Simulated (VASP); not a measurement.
Input of a VASP 6.6.1 run:

File INCAR:

```
SYSTEM = C
PREC = Accurate
ENCUT = 520
EDIFF = 1E-6
ISMEAR = -1
SIGMA = 0.05
LREAL = .FALSE.
LASPH = .TRUE.
NELM = 60
ALGO = Normal
ISIF = 2
LWAVE = .FALSE.
LCHARG = .TRUE.
GGA = PE
LELF = .TRUE.
LVHAR = .TRUE.
NBANDS = 13
```

File KPOINTS:

```
Automatic mesh
0
G
  14 14 19
  0 0 0
```

The input POSCAR:

```
C
1.0
    3.4036252944      0.0000000000      0.0000000000
   -1.7018126472      2.9476259699      0.0000000000
    0.0000000000      0.0000000000      1.2140755169
C
3
Direct
    0.0000000000      0.0000000000      0.0000000000
    0.3333333333      0.6666666667      0.5000000000
    0.6666666667      0.3333333333      0.5000000000
```

Potentials or basis: VASP PAW PBE potentials, release 64 (C).

Launch:

```bash
$ cat potpaw_PBE.64/C/POTCAR > POTCAR
$ mpirun -np 1 vasp_std > vasp.out
```

(1) What does it give for the pressure?

(2) Predict the band gap on the k mesh.

## Answers

(1) 380.6 GPa.

(2) zero (band 6 reaches 22.27 eV, above the bottom of band 7 at 3.09 eV).
